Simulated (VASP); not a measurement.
## PbS: single point with LDA

PbS:

```
Pb S
1.0
     2.07995   -5.99130    0.00000
     2.07995    5.99130    0.00000
     0.00000    0.00000    4.27932
Pb S
2 2
Cartesian
  2.0800 -4.4268 3.2095
  2.0800 4.4268 1.0698
  2.0800 -1.7399 3.2095
  2.0800 1.7399 1.0698
```

* Program: VASP 6.6.1
* Task: single point
* Functional: LDA
* Potentials or basis: VASP PAW LDA potentials, release 64 (Pb_d, S)
* Cutoff: 500 eV
* k mesh: 4 × 4 × 3
* Occupations: fermi-dirac, width 0.2 eV
* Spin: no spin polarisation

```yaml
Pressure: -3.5 GPa
Largest_force: 0.103 eV/Å
Band_gap_on_the_k_mesh: 1.07 eV, indirect (least direct gap 1.28 eV)
```

Forces on the atoms (eV/Å):
```
Pb   0.000  0.103  0.000
Pb   0.000 -0.103  0.000
S    0.000  0.037  0.000
S    0.000 -0.037  0.000
```

Stress tensor (GPa, compression positive):
```
-4.01  0.00  0.00
 0.00 -2.64  0.00
 0.00  0.00 -3.98
```

Levels at points of the mesh, in eV from the valence-band top:
```
           k point  band 17  band 18  band 19  band 20  band 21  band 22  band 23  band 24
(0.00, 0.00, 0.00)    -2.36    -1.62    -1.43    -0.44     4.60     4.64     4.80     5.50
(0.50, 0.00, 0.00)    -1.29    -1.12    -0.35    -0.34     1.69     1.79     2.15     2.92
(0.50, 0.50, 0.00)    -1.91    -1.83    -1.27    -0.43     1.07     4.38     4.75     4.87
```

It took 40 s on 1 thread of Intel Xeon 6975P-C, on a shared host, peak memory 0.22 GiB.

Caveat: the k points lie up to 0.49 Å⁻¹ apart; spin-orbit coupling is left out, which moves the levels of the heavy elements. A k mesh can miss the band edges.
